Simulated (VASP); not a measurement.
# NaCl (Pm-3m) in VASP: settings compared, part 2 of 2

VASP 6.6.1.

## (3) Single point, PBEsol

This run uses another cell than the first one, of 13.66 Å³/atom.

INCAR reads:

```
ALGO = Normal
EDIFF = 1E-7
ENCUT = 520
GGA = PS
ISIF = 2
ISMEAR = -1
LASPH = T
LCHARG = T
LELF = T
LREAL = F
LVHAR = T
LWAVE = F
NBANDS = 14
NELM = 60
PREC = Accurate
SIGMA = 0.05
```

KPOINTS reads:

```
k-points
0
Gamma
  8 8 8
```

POSCAR reads:

```
NaCl
1.0
    3.0118414485      0.0000000000      0.0000000000
    0.0000000000      3.0118414485      0.0000000000
    0.0000000000      0.0000000000      3.0118414485
Cl Na
1 1
Direct
    0.5000000000      0.5000000000      0.5000000000
    0.0000000000      0.0000000000      0.0000000000
```

Potentials or basis: VASP PAW PBE potentials, release 64 (Cl, Na_pv).

Command:

```bash
$ cat potpaw_PBE.64/Cl/POTCAR potpaw_PBE.64/Na_pv/POTCAR > POTCAR
$ mpirun -np 1 vasp_std > vasp.out
```

OUTCAR:

```text
EDIFF = 1E-7
   ENCUT = 520
   GGA = PS
   ISIF = 2
   ISMEAR = -1
   LASPH = T
   LREAL = F
   NELM = 60
   PREC = Accurate

 ion  position               nearest neighbor table
   1  0.500  0.500  0.500-   2 2.61   2 2.61   2 2.61   2 2.61   2 2.61   2 2.61   2 2.61   2 2.61

   2  0.000  0.000  0.000-   1 2.61   1 2.61   1 2.61   1 2.61   1 2.61   1 2.61   1 2.61   1 2.61

  LATTYP: Found a simple cubic cell.
 ALAT       =     3.0118414485

  Lattice vectors:

 A1 = (   3.0118414485,   0.0000000000,   0.0000000000)
 A2 = (   0.0000000000,   3.0118414485,   0.0000000000)
 A3 = (   0.0000000000,   0.0000000000,   3.0118414485)

Analysis of symmetry for initial positions (statically):
=====================================================================
 Subroutine PRICEL returns:
 Original cell was already a primitive cell.

 Routine SETGRP: Setting up the symmetry group for a
 simple cubic supercell.

 Subroutine GETGRP returns: Found 48 space group operations
 (whereof 48 operations were pure point group operations)
 out of a pool of 48 trial point group operations.

The static configuration has the point symmetry O_h .

Analysis of symmetry for dynamics (positions and initial velocities):
=====================================================================
 Subroutine PRICEL returns:
 Original cell was already a primitive cell.

 Routine SETGRP: Setting up the symmetry group for a
 simple cubic supercell.

 Subroutine GETGRP returns: Found 48 space group operations
 (whereof 48 operations were pure point group operations)
 out of a pool of 48 trial point group operations.

The dynamic configuration has the point symmetry O_h .

 Subroutine INISYM returns: Found 48 space group operations
 (whereof 48 operations are pure point group operations),
 and found     1 'primitive' translations

----------------------------------------------------------------------------------------

                                     Primitive cell

  volume of cell :      27.3210

  direct lattice vectors                    reciprocal lattice vectors
     3.011841448  0.000000000  0.000000000     0.332022790  0.000000000  0.000000000
     0.000000000  3.011841448  0.000000000     0.000000000  0.332022790  0.000000000
     0.000000000  0.000000000  3.011841448     0.000000000  0.000000000  0.332022790

  length of vectors
     3.011841448  3.011841448  3.011841448     0.332022790  0.332022790  0.332022790

  position of ions in fractional coordinates (direct lattice)
     0.500000000  0.500000000  0.500000000
     0.000000000  0.000000000  0.000000000

  ion indices of the primitive-cell ions
   primitive index   ion index
                 1           1
                 2           2

----------------------------------------------------------------------------------------

 KPOINTS: k-points

Automatic generation of k-mesh.
[... 25 lines left out ...]
  0.250000  0.000000  0.000000      6.000000
  0.375000  0.000000  0.000000      6.000000
  0.500000  0.000000  0.000000      3.000000
  0.125000  0.125000  0.000000     12.000000
[... 16 lines left out ...]
  0.375000  0.375000  0.125000     24.000000
  0.500000  0.375000  0.125000     24.000000
 [... further k-points ...]
   k-points           NKPTS =     35   k-points in BZ     NKDIM =     35   number of bands    NBANDS=     14
   number of dos      NEDOS =    301   number of ions     NIONS =      2
   total plane-waves  NPLWV =  13824
   dimension x,y,z NGX =    24 NGY =   24 NGZ =   24
   dimension x,y,z NGXF=    48 NGYF=   48 NGZF=   48
   ions per type =               1   1
   NGX,Y,Z   is equivalent  to a cutoff of  13.25, 13.25, 13.25 a.u.
   NGXF,Y,Z  is equivalent  to a cutoff of  26.49, 26.49, 26.49 a.u.
 SYSTEM =  unknown system
   PREC   = accura    normal or accurate (medium, high low for compatibility)
   ISTART =      0    job   : 0-new  1-cont  2-samecut
   ICHARG =      2    charge: 1-file 2-atom 10-const
   ISPIN  =      1    spin polarized calculation?
   LNONCOLLINEAR =      F non collinear calculations
   LSORBIT =      F    spin-orbit coupling
   LASPH  =      T    aspherical Exc in radial PAW
   ENCUT  =  520.0 eV  38.22 Ry    6.18 a.u.   5.60  5.60  5.60*2*pi/ulx,y,z
   NELM   =     60;   NELMIN=  2; NELMDL= -5     # of ELM steps
   EDIFF  = 0.1E-06   stopping-criterion for ELM
   LREAL  =      F    real-space projection
   EDIFFG = 0.1E-05   stopping-criterion for IOM
   NSW    =      0    number of steps for IOM
   IBRION =     -1    ionic relax: 0-MD 1-quasi-New 2-CG
   NFREE  =      0    steps in history (QN), initial steepest desc. (CG)
   ISIF   =      2    stress and relaxation
   ISYM   =      2    0-nonsym 1-usesym 2-fastsym
   POTIM  = 0.5000    time-step for ionic-motion
   TEBEG  =    0.0;   TEEND  =   0.0 temperature during run
   PSTRESS=    0.0 pullay stress
   NELECT =      14.0000    total number of electrons
   NUPDOWN=      -1.0000    fix difference up-down
   EMIN   =  10.00;   EMAX   =-10.00  energy-range for DOS
   EFERMI =   0.00;   METHOD = LEGACY
   ISMEAR =    -1;   SIGMA  =   0.05  broadening in eV -4-tet -1-fermi 0-gaus
   EFERMI_NEDOS =   21; number of points for ismear=-14 and -15
   IALGO  =     38    algorithm
   IMIX   =      4    mixing-type and parameters
     AMIX     =   0.40;   BMIX     =  1.00
     AMIX_MAG =   1.60;   BMIX_MAG =  1.00
  volume/ion in A,a.u.               =      13.66        92.19
  Fermi-wavevector in a.u.,A,eV,Ry     =   1.310043  2.475621 23.350475  1.716211
  Thomas-Fermi vector in A             =   2.440600
   LORBIT       =      0    0 simple, 1 ext, 2 COOP (PROOUT), +10 PAW based schemes
   GGA     = PS    functional components
   LHFCALC =     F    Hartree Fock is set to
   AEXX    =    0.0000 exact exchange contribution
   IVDW    =     0    specifies the selected vdW correction
   LEPSILON=     F    determine dielectric tensor
   LRPA    =     F    only Hartree local field effects (RPA)
 non-spin polarized calculation
  energy-cutoff  :      520.00
  volume of cell :       27.32
 maximum number of plane-waves:       756
 NGX is ok and might be reduce to    24
   NGX = 11   NGY = 11   NGZ = 11

 number of electron      13.9999980 magnetization

 Free energy of the ion-electron system (eV)
  ---------------------------------------------------
  ext. energy  EPLUGINS =         0.00000000
  ---------------------------------------------------
  free energy    TOTEN  =        -5.84763919 eV

  energy without entropy =       -5.84763919  energy(sigma->0) =       -5.84763919

 E-fermi :   5.6793     XC(G=0): -10.7480

 val. band max:        4.6517099006   @ k =   0.5000   0.5000   0.0000
 cond. band min:       9.3958643633   @ k =   0.5000   0.5000   0.0000
 fundamental gap:      4.7441544627
 Fermi energy:         5.6793362471

 k-point     1 :       0.0000    0.0000    0.0000
  band No.  band energies     occupation
      1     -17.4551      2.00000
      2     -17.4551      2.00000
      3     -17.4551      2.00000
      4     -11.0886      2.00000
      5       3.6309      2.00000
      6       3.6309      2.00000
      7       3.6309      2.00000
      8      10.6453      0.00000
      9      11.9182      0.00000
     10      11.9182      0.00000
     11      22.0529      0.00000
     12      22.0529      0.00000
     13      22.0529      0.00000
     14      24.9966      0.00000
[... 377 lines left out ...]
      1     -17.6224      2.00000
      2     -17.5842      2.00000
      3     -17.4422      2.00000
      4      -9.2831      2.00000
      5       0.0936      2.00000
      6       0.7555      2.00000
      7       3.8299      2.00000
      8      10.2355      0.00000
      9      15.1682      0.00000
     10      15.4096      0.00000
     11      16.4767      0.00000
     12      20.6247      0.00000
     13      21.0169      0.00000
     14      25.3332      0.00000

 [... further k-points ...]

------------------------ aborting loop because EDIFF is reached ----------------------------------------

  FORCE on cell =-STRESS in cart. coord.  units (eV):
  Direction    XX          YY          ZZ          XY          YZ          ZX
  --------------------------------------------------------------------------------------
  -------------------------------------------------------------------------------------
  Total        5.1577739      5.1577739      5.1577739      0.0000000      0.0000000     -0.0000000
  in kB      302.4660044    302.4660044    302.4660044      0.0000000      0.0000000     -0.0000000
  external PRESSURE =     302.4660044 kB  Pullay stress =       0.0000000 kB

 VOLUME and BASIS-vectors are now :
 -----------------------------------------------------------------------------
  energy-cutoff  :      520.00
  volume of cell :       27.32
      direct lattice vectors                 reciprocal lattice vectors
     3.011841448  0.000000000  0.000000000     0.332022790  0.000000000  0.000000000
     0.000000000  3.011841448  0.000000000     0.000000000  0.332022790  0.000000000
     0.000000000  0.000000000  3.011841448     0.000000000  0.000000000  0.332022790

 POSITION                                       TOTAL-FORCE (eV/Angst)
 -----------------------------------------------------------------------------------
      1.50592      1.50592      1.50592         0.000000      0.000000      0.000000
      0.00000      0.00000      0.00000         0.000000      0.000000      0.000000
 -----------------------------------------------------------------------------------
    total drift:                                0.000000     -0.000000     -0.000000

  FREE ENERGIE OF THE ION-ELECTRON SYSTEM (eV)
  ---------------------------------------------------
  free  energy   TOTEN  =        -5.8476391875 eV

  energy  without entropy=       -5.8476391875  energy(sigma->0) =       -5.84763919
```

Wall time 3.9 s (1 thread of Intel Xeon 6975P-C (Granite Rapids), shared host); peak memory 0.14 GiB.

Results:

| Property | Result |
| --- | --- |
| Free energy | -5.8476 eV |
| Pressure | 30.2 GPa |
| Band gap on the k mesh | 4.74 eV |

Levels at points of the mesh, in eV from the valence-band top:
| k point | band 5 | band 6 | band 7 | band 8 | band 9 | band 10 |
| --- | --- | --- | --- | --- | --- | --- |
| (0.00, 0.00, 0.00) | -1.02 | -1.02 | -1.02 | 5.99 | 7.27 | 7.27 |
| (0.50, 0.00, 0.00) | -5.71 | -0.60 | -0.60 | 8.38 | 9.70 | 12.09 |
| (0.50, 0.50, 0.00) | -4.42 | -4.42 | 0.00 | 4.74 | 10.47 | 12.84 |
| (0.50, 0.50, 0.50) | -3.84 | -3.84 | -3.84 | 6.51 | 6.51 | 6.51 |

Caveat: the cell stands under pressure; the PAW data sets were made with another functional, which shifts forces and pressure a little.
